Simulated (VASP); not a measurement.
Crystal: AgCl.

```
Ag Cl
1.0
    -2.82993    0.02820   -2.77624
    -2.79554   -2.80143   -0.00619
    -5.62310    2.83963    2.71128
Ag Cl
2 2
Direct
  0.03327 0.02318 0.00159
  0.45783 0.50438 0.50571
  0.25334 0.15795 0.25501
  0.75556 0.81449 0.73769
```

```yaml
Program: VASP 6.6.1
Task: relaxation of cell and atoms
Functional: PBE
Potentials_or_basis: VASP PAW PBE potentials, release 64 (Ag, Cl)
Cutoff: 500 eV
k_mesh: 6 × 6 × 6
Occupations: gaussian, width 0.1 eV
Spin: no spin polarisation
```

At the start: pressure 2.4 GPa; volume 21.86 Å³/atom.

Q: How do energy, volume and symmetry change on relaxing?

A: Over 15 steps the energy falls by 33.4 meV/atom and the volume is 22.57 Å³/atom (+3.3 %); space group P1 (No. 1, to 0.1 Å) before and after.

The path:
| step | energy change (eV) | largest force (eV/Å) | pressure (GPa) | volume (Å³) |
| --- | --- | --- | --- | --- |
| 1 | 0.0000 | 0.6864 | 2.40 | 87.43 |
| 2 | -0.0684 | 0.3602 | -0.13 | 91.64 |
| 3 | -0.0725 | 0.2829 | -0.81 | 93.07 |
| 4 | -0.0914 | 0.2487 | -0.61 | 92.17 |
| 5 | -0.1230 | 0.1206 | 0.30 | 89.49 |
| 6 | -0.1236 | 0.1104 | 0.55 | 88.94 |
| 7 | -0.1281 | 0.1029 | 0.00 | 90.11 |
| 8 | -0.1281 | 0.1052 | -0.06 | 90.24 |
| 9 | -0.1303 | 0.0692 | -0.04 | 90.23 |
| 10 | -0.1321 | 0.0473 | 0.02 | 90.19 |
| 11 | -0.1327 | 0.0296 | -0.01 | 90.30 |
| 12 | -0.1330 | 0.0292 | -0.05 | 90.46 |
| 13 | -0.1333 | 0.0263 | 0.09 | 90.18 |
| 14 | -0.1333 | 0.0260 | 0.11 | 90.16 |
| 15 | -0.1336 | 0.0197 | 0.06 | 90.30 |

Final structure:
```yaml
crystal:
  lattice:
    - [-2.78217, -0.03824, -2.85515]
    - [-2.84065, -2.80492, 0.01974]
    - [-5.63325, 2.73706, 2.96675]
  atoms:
    - { symbol: Ag, position: [0.99805, 0.01165, 0.99862] }
    - { symbol: Ag, position: [0.49047, 0.49183, 0.49763] }
    - { symbol: Cl, position: [0.26582, 0.17620, 0.25002] }
    - { symbol: Cl, position: [0.74566, 0.82032, 0.75373] }
```
